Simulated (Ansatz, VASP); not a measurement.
# Two plane-wave programs on BiC

```
Bi C
1.0
     3.53663    0.00000    0.00000
    -1.76832    3.06282    0.00000
     0.00000    0.00000    3.27617
Bi C
1 1
Direct
  0.00000 0.00000 0.00000
  0.66667 0.33333 0.50000
```

Alike in both runs: functional PBE; k mesh 18 × 18 × 16; occupations gaussian, width 0.1 eV; no spin polarisation.

Ansatz relaxed the structure, and its values are those at the end. VASP's run is a single point on that final structure, the one shown.

|  | VASP | Ansatz |
| --- | --- | --- |
| version | VASP 6.6.1 | Ansatz 0.2.0 |
| potentials or method | VASP PAW PBE potentials, release 64 (Bi_d, C), cutoff 520 eV | scalar-relativistic, plane waves, PAW |
| valence electrons in the cell | 19 | 19 |

VASP gave:

* gap on the k mesh at the Fermi level (eV): none
* pressure (GPa): 0.1

Task: What did Ansatz give for the same quantities?

Result: gap on the k mesh at the Fermi level (eV): none; pressure (GPa): 0.0.

A gap of «none» marks a metal or a gap that the smearing closes. With one functional, cell and mesh, what is left measures potentials, basis and numerics.

Spin-orbit coupling is off throughout.
